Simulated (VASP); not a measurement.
Wanted: the native input for a VASP 6.6.1 run.

| Item | Value |
| --- | --- |
| Task | single point |
| Functional | r2SCAN |
| Dispersion | rVV10 |
| Potentials or basis | VASP PAW PBE potentials, release 64 (Pb_d) |
| Cutoff | 520 eV |
| k mesh | 9 × 9 × 9 |
| Occupations | fermi-dirac, width 0.05 eV |
| Spin | no spin polarisation |
| Dipole correction | no |
| Further INCAR settings | ALGO = Normal; EDIFF = 1e-07; NBANDS = 13 |

Pb:

```
Pb
1.0
     0.00000    2.45841    2.45841
     2.45841    0.00000    2.45841
     2.45841    2.45841    0.00000
Pb
1
Direct
  0.00000 0.00000 0.00000
```

These files were run (other wordings do the same):

POSCAR

```
Pb
1.0
    0.0000000000      2.4584086270      2.4584086270
    2.4584086270      0.0000000000      2.4584086270
    2.4584086270      2.4584086270      0.0000000000
Pb
1
Direct
    0.0000000000      0.0000000000      0.0000000000
```

INCAR.step1

```
  PREC = Accurate
  ENCUT = 520
  ISMEAR = -1
  SIGMA = 0.05
  LREAL = False
  LASPH = True
  NELM = 100
  NBANDS = 13
  GGA = PE
  ALGO = Normal
  EDIFF = 1E-4
  LWAVE = True
  LCHARG = False
```

INCAR.step2

```
  PREC = Accurate
  ENCUT = 520
  EDIFF = 1E-7
  ISMEAR = -1
  SIGMA = 0.05
  LREAL = False
  LASPH = True
  NELM = 100
  ALGO = Normal
  ISIF = 2
  LWAVE = False
  LCHARG = True
  METAGGA = R2SCAN
  LMIXTAU = True
  LUSE_VDW = True
  IVDW_NL = 2
  BPARAM = 11.95
  CPARAM = 0.0093
  LELF = True
  LVHAR = True
  NBANDS = 13
  ISTART = 1
```

KPOINTS

```
regular mesh
0
Gamma
  9 9 9
```

Potentials or basis: VASP PAW PBE potentials, release 64 (Pb_d).

Launch:

```bash
$ cat potpaw_PBE.64/Pb_d/POTCAR > POTCAR
$ cp INCAR.step1 INCAR
$ mpirun -np 1 vasp_std > vasp.out
$ cp INCAR.step2 INCAR
$ mpirun -np 1 vasp_std > vasp.out
```

Results of the run:

```yaml
Pressure: 1.3 GPa
Band_gap_on_the_k_mesh: zero (band 7 reaches 15.34 eV, above the bottom of band 8 at 5.73 eV)
```

Caveat: the PAW data sets were made with another functional, which shifts forces and pressure a little; spin-orbit coupling is left out, which moves the levels of the heavy elements.

Wall time 42 s on 1 thread of Intel(R) Xeon(R) 6975P-C (Granite Rapids), with other jobs on the host, peak memory 0.26 GiB.
